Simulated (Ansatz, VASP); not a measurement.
**Two plane-wave programs on BN**

```
B N
1.0
     0.00000    1.78663    1.78663
     1.78663    0.00000    1.78663
     1.78663    1.78663    0.00000
B N
1 1
Direct
  0.00000 0.00000 0.00000
  0.25000 0.25000 0.25000
```

Alike in both runs: task single point; functional r2SCAN; k mesh 12 × 12 × 12; occupations gaussian, width 0.02 eV; no spin polarisation.

|  | VASP | Ansatz |
| --- | --- | --- |
| version | VASP 6.6.1 | Ansatz 0.2.0 |
| potentials or method | VASP PAW PBE potentials, release 64 (B, N), cutoff 520 eV | scalar-relativistic, plane waves, PAW |
| valence electrons in the cell | 8 | 8 |

VASP gave:

| Item | Value |
| --- | --- |
| gap on the k mesh at the Fermi level (eV) | 5.02 |
| least direct gap on the mesh (eV) | 9.70 |
| pressure (GPa) | 13.9 |

Task: What did Ansatz give for the same quantities?

Result: gap on the k mesh at the Fermi level (eV): 5.04; least direct gap on the mesh (eV): 9.74; pressure (GPa): 12.6.

VASP's potentials were made for PBE, not for r2SCAN. The functional is the same, so the differences come from potentials, cutoffs and numerics.
